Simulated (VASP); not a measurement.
Runs of VASP 6.6.1 on Si2Ni. The structure is that of space group Fm-3m (No. 225), or close to it. The cells are those of the table. 

| spin | cell | gap on the mesh (eV) | pressure (GPa) | moment (μB) |
| --- | --- | --- | --- | --- |
| collinear, ferromagnetic start | a = 3.797 Å, angles 60.0°, 3 atoms | none | (b) | 0.00 |
| collinear, ferromagnetic start | a = 3.777 Å, angles 60.0°, 3 atoms | none | 9.3 | 0.00 |
| collinear, ferromagnetic start | a = 3.849 Å, angles 60.0°, 3 atoms | none | 0.0 | 0.00 |
| off | a = 3.849 Å, angles 60.0°, 3 atoms | none | (a) | - |
| collinear, ferromagnetic start | a = 3.823 Å, angles 60.0°, 3 atoms | none | 3.0 | 0.00 |

Alike in all rows: task single point; level PBE; potentials or basis VASP PAW PBE potentials, release 64 (Si, Ni); k mesh 12 × 12 × 12; cutoff (eV) 520; smearing gaussian 0.05 eV.

Task: Fill in the values left out.

Result: (a) -0.1; (b) 6.4.

A gap of «none» marks levels without a gap at the run's occupations.
